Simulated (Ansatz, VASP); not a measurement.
## TcN2 in VASP and in Ansatz

```xyz
3
Lattice="0.0000 2.4446 2.4446 2.4446 0.0000 2.4446 2.4446 2.4446 0.0000" Properties=species:S:1:pos:R:3 pbc="T T T"
Tc    0.0000    0.0000    0.0000
N     3.6668    3.6668    3.6668
N     1.2223    1.2223    1.2223
```

Alike in both runs: task single point; functional PBE; k mesh 9 × 9 × 9; occupations gaussian, width 0.025 eV; no spin polarisation.

```csv
,VASP,Ansatz
version,VASP 6.6.1,Ansatz 0.2.0
potentials or method,"VASP PAW PBE potentials, release 64 (Tc_pv, N)","plane waves, PAW"
plane-wave cutoff (eV),600,500
valence electrons in the cell,23,25
```

|  | VASP | Ansatz | Ansatz less VASP |
| --- | --- | --- | --- |
| pressure (GPa) | -5.9 | -5.0 | +0.88 |

VASP's potentials hold 23 valence electrons a cell and Ansatz's 25, so a difference there can come from the potentials and not from the codes. Ansatz's warnings: stress scf threshold loose.
